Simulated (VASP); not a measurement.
# O (Fmmm) in VASP: further runs, part 2 of 3

VASP 6.6.1. Earlier steps stand in the parts before.

## (3) Single point, PBEsol (10.29 Å³/atom)

Input file INCAR:

```
PREC = Accurate ; ENCUT = 600
EDIFF = 1E-6 ; ISMEAR = 0
SIGMA = 0.15 ; LREAL = False
LASPH = True ; NELM = 120
ALGO = Normal ; ISIF = 2
LWAVE = False ; LCHARG = False
GGA = PS ; NBANDS = 13
GGA_COMPAT = False
```

Input file KPOINTS:

```
regular mesh
0
Gamma
  22 22 22
```

Input file POSCAR:

```
O
1.0
    0.0000000000      1.4994109587      4.5630620323
    1.5045516818      0.0000000000      4.5630620323
    1.5045516818      1.4994109587      0.0000000000
O
2
Direct
    0.0675080576      0.0675080576      0.9324919424
    0.9324919424      0.9324919424      0.0675080576
```

Potentials or basis: VASP PAW PBE potentials, release 64 (O).

The run is started by

```
$ cat potpaw_PBE.64/O/POTCAR > POTCAR
$ mpirun -np 1 vasp_std > vasp.out
```

Run time: 7.8 min. Hardware: 1 thread of Oxide Virtual Turin-like, shared host; peak memory 0.44 GiB.

It converged, with:

```yaml
Free_energy: -9.9899 eV
Pressure: 14.7 GPa
Largest_force: 0.963 eV/Å
Band_gap_on_the_k_mesh: zero (bands 6 and 7 overlap by 4.21 eV)
```

Forces in eV/Å, atoms in the order of the input:
```
O    0.000  0.000 -0.963
O    0.000  0.000  0.963
```

Stress tensor (GPa, compression positive):
```
27.04  0.00  0.00
 0.00 26.95  0.00
 0.00  0.00 -9.90
```

Levels at points of the mesh, in eV from the Fermi level:
```
           k point  band 2  band 3  band 4  band 5  band 6  band 7  band 8  band 9  band 10  band 11
(0.00, 0.00, 0.00)  -16.14   -9.00   -3.66   -3.65    2.34    2.35    8.48    8.54    13.52    18.73
(0.50, 0.00, 0.00)  -13.94  -10.75   -7.08   -3.43   -2.90    2.92    9.09   14.29    14.80    20.92
(0.50, 0.50, 0.00)  -16.29   -8.54   -3.67   -3.65    2.35    2.36    4.89   12.74    13.43    20.14
(0.50, 0.00, 0.50)  -11.99   -8.88   -8.86   -5.75   -1.91   -1.81   10.46   11.37    18.17    19.78
(0.00, 0.50, 0.50)  -11.99   -8.90   -8.85   -5.75   -1.88   -1.84   10.47   11.37    18.18    19.68
```

Caveat: the standard files for N, O and F lose accuracy on very short bonds; spin is off for a triplet molecule; the stress differs along the axes, from -10 to 27 GPa; this functional lacks dispersion, which holds the molecules together, so the pressure and a relaxed volume are unreliable; the PAW data sets were made with another functional, which shifts forces and pressure a little.

## (4) Single point, PBEsol (10.29 Å³/atom)

INCAR is that of step 3.

KPOINTS is that of step 3.

Input file POSCAR:

```
O
1.0
    0.0000000000      1.5298924785      4.3830448547
    1.5351377073      0.0000000000      4.3830448547
    1.5351377073      1.5298924785      0.0000000000
O
2
Direct
    0.0675080576      0.0675080576      0.9324919424
    0.9324919424      0.9324919424      0.0675080576
```

Potentials or basis: VASP PAW PBE potentials, release 64 (O).

The run is started by

```
$ cat potpaw_PBE.64/O/POTCAR > POTCAR
$ mpirun -np 1 vasp_std > vasp.out
```

OUTCAR:

```text
PREC = Accurate
   ENCUT = 600
   EDIFF = 1E-6
   ISMEAR = 0
   LREAL = False
   LASPH = True
   NELM = 120
   ISIF = 2
   GGA = PS

 ion  position               nearest neighbor table
   1  0.068  0.068  0.932-   2 1.18
   2  0.932  0.932  0.068-   1 1.18

  LATTYP: Found a face centered orthorhombic cell.
 ALAT       =     3.0597849570
 B/A-ratio  =     1.0034284951
 C/A-ratio  =     2.8649365340

  Lattice vectors:

 A1 = (   1.5351377073,   0.0000000000,  -4.3830448547)
 A2 = (   0.0000000000,   1.5298924785,  -4.3830448547)
 A3 = (   1.5351377073,   1.5298924785,   0.0000000000)

Analysis of symmetry for initial positions (statically):
=====================================================================
 Subroutine PRICEL returns:
 Original cell was already a primitive cell.

 Routine SETGRP: Setting up the symmetry group for a
 face centered orthorhombic supercell.

 Subroutine GETGRP returns: Found  8 space group operations
 (whereof  8 operations were pure point group operations)
 out of a pool of  8 trial point group operations.

The static configuration has the point symmetry D_2h.
[... 174 lines left out ...]
      4      -3.4208      2.00000
      5      -3.4076      2.00000
      6       3.5529      0.00000
      7       3.5635      0.00000
      8      10.0764      0.00000
      9      11.6698      0.00000
     10      13.8822      0.00000
     11      19.9510      0.00000
     12      22.7209      0.00000
     13      30.5519      0.00000
[... 354 lines left out ...]
  band No.  band energies     occupation
      1     -26.4671      2.00000
      2     -12.4835      2.00000
      3      -9.8173      2.00000
      4      -6.1226      2.00000
      5      -2.7383      2.00000
      6      -1.7240      2.00000
      7       4.0822      0.00000
      8      11.5845      0.00000
      9      15.6034      0.00000
     10      16.2879      0.00000
     11      21.4677      0.00000
     12      22.2875      0.00000
     13      25.4780      0.00000

 [... further k-points ...]

------------------------ aborting loop because EDIFF is reached ----------------------------------------

  FORCE on cell =-STRESS in cart. coord.  units (eV):
  Direction    XX          YY          ZZ          XY          YZ          ZX
  --------------------------------------------------------------------------------------
  -------------------------------------------------------------------------------------
  Total        2.4233370      2.4168782      3.7720705      0.0000000      0.0000000      0.0000000
  in kB      188.5863430    188.0837153    293.5460397      0.0000000      0.0000000      0.0000000
  external PRESSURE =     223.4053660 kB  Pullay stress =       0.0000000 kB

 VOLUME and BASIS-vectors are now :
 -----------------------------------------------------------------------------
  energy-cutoff  :      600.00
  volume of cell :       20.59
      direct lattice vectors                 reciprocal lattice vectors
     0.000000000  1.529892479  4.383044855    -0.325703680  0.326820353  0.114075949
     1.535137707  0.000000000  4.383044855     0.325703680 -0.326820353  0.114075949
     1.535137707  1.529892479  0.000000000     0.325703680  0.326820353 -0.114075949

 POSITION                                       TOTAL-FORCE (eV/Angst)
 -----------------------------------------------------------------------------------
      1.53514      1.52989      0.59178         0.000000      0.000000      3.249098
      1.53514      1.52989      8.17431         0.000000      0.000000     -3.249098
 -----------------------------------------------------------------------------------
    total drift:                                0.000000     -0.000000      0.000000

  FREE ENERGIE OF THE ION-ELECTRON SYSTEM (eV)
  ---------------------------------------------------
  free  energy   TOTEN  =       -10.0603664447 eV

  energy  without entropy=      -10.0522429354  energy(sigma->0) =      -10.05630469
```

Run time: 7.6 min. Hardware: 1 thread of Oxide Virtual Turin-like, shared host; peak memory 0.44 GiB.

Results:

```yaml
Free_energy: -10.0604 eV
Pressure: 22.3 GPa
Largest_force: 3.249 eV/Å
Band_gap_on_the_k_mesh: zero (bands 6 and 7 overlap by 3.85 eV)
```

Forces on the atoms (eV/Å):
```
O    0.000  0.000  3.249
O    0.000  0.000 -3.249
```

Levels at points of the mesh, in eV from the Fermi level:
| k point | band 3 | band 4 | band 5 | band 6 | band 7 | band 8 | band 9 | band 10 |
| --- | --- | --- | --- | --- | --- | --- | --- | --- |
| (0.00, 0.00, 0.00) | -9.39 | -4.82 | -4.81 | 2.15 | 2.16 | 8.67 | 10.27 | 12.48 |
| (0.50, 0.00, 0.00) | -11.22 | -7.52 | -4.14 | -3.13 | 2.68 | 10.17 | 14.47 | 14.62 |
| (0.50, 0.50, 0.00) | -8.84 | -4.83 | -4.82 | 2.17 | 2.18 | 5.53 | 12.36 | 13.79 |
| (0.50, 0.00, 0.50) | -9.56 | -9.55 | -6.26 | -1.75 | -1.63 | 10.85 | 11.84 | 17.87 |
| (0.00, 0.50, 0.50) | -9.59 | -9.53 | -6.27 | -1.72 | -1.65 | 10.85 | 11.85 | 17.89 |

Caveat: the standard files for N, O and F lose accuracy on very short bonds; spin is off for a triplet molecule; the stress differs along the axes, from 19 to 29 GPa; this functional lacks dispersion, which holds the molecules together, so the pressure and a relaxed volume are unreliable; the PAW data sets were made with another functional, which shifts forces and pressure a little.

## (5) Single point, PBEsol (11.28 Å³/atom)

This run uses another cell than the first one, of 11.28 Å³/atom.

Input file INCAR:

```
SYSTEM = O
ALGO = Normal
EDIFF = 1E-6
ENCUT = 600
GGA = PS
GGA_COMPAT = .FALSE.
ISIF = 2
ISMEAR = 0
LASPH = .TRUE.
LCHARG = .FALSE.
LREAL = .FALSE.
LWAVE = .FALSE.
NBANDS = 13
NELM = 120
PREC = Accurate
SIGMA = 0.15
```

Input file KPOINTS:

```
k-points
0
G
  22 22 22
  0 0 0
```

Input file POSCAR:

```
O
1.0
    0.0000000000      1.6090153032      4.3402002879
    1.6145318042      0.0000000000      4.3402002879
    1.6145318042      1.6090153032      0.0000000000
O
2
Direct
    0.0675080576      0.0675080576      0.9324919424
    0.9324919424      0.9324919424      0.0675080576
```

The run is started by

```
$ cat potpaw_PBE.64/O/POTCAR > POTCAR
$ mpirun -np 1 vasp_std > vasp.out
```

It took 12 min on 1 thread of Oxide Virtual Turin-like, shared host; peak memory 0.47 GiB.

It converged, with:

```
Free energy            : -10.1675 eV
Pressure               : 15.6 GPa
Largest force          : 4.628 eV/Å
Band gap on the k mesh : zero (bands 6 and 7 overlap by 3.10 eV)
```

Forces in eV/Å, atoms in the order of the input:
```
O    0.000  0.000  4.628
O    0.000  0.000 -4.628
```

Stress tensor (GPa, compression positive):
```
 4.32  0.00  0.00
 0.00  4.33  0.00
 0.00  0.00 38.01
```

Levels at points of the mesh, in eV from the Fermi level:
| k point | band 3 | band 4 | band 5 | band 6 | band 7 | band 8 | band 9 | band 10 |
| --- | --- | --- | --- | --- | --- | --- | --- | --- |
| (0.00, 0.00, 0.00) | -9.14 | -5.56 | -5.55 | 1.74 | 1.75 | 8.66 | 11.01 | 11.28 |
| (0.50, 0.00, 0.00) | -10.65 | -7.60 | -5.04 | -2.47 | 2.16 | 10.31 | 14.05 | 14.21 |
| (0.50, 0.50, 0.00) | -8.60 | -5.57 | -5.56 | 1.77 | 1.77 | 5.94 | 10.98 | 13.81 |
| (0.50, 0.00, 0.50) | -9.36 | -9.36 | -6.61 | -1.40 | -1.26 | 10.66 | 11.98 | 17.33 |
| (0.00, 0.50, 0.50) | -9.39 | -9.34 | -6.61 | -1.38 | -1.29 | 10.66 | 11.99 | 17.34 |

Caveat: the standard files for N, O and F lose accuracy on very short bonds; spin is off for a triplet molecule; the stress differs along the axes, from 4 to 38 GPa; this functional lacks dispersion, which holds the molecules together, so the pressure and a relaxed volume are unreliable; the PAW data sets were made with another functional, which shifts forces and pressure a little.

[end of part 2 of 3]
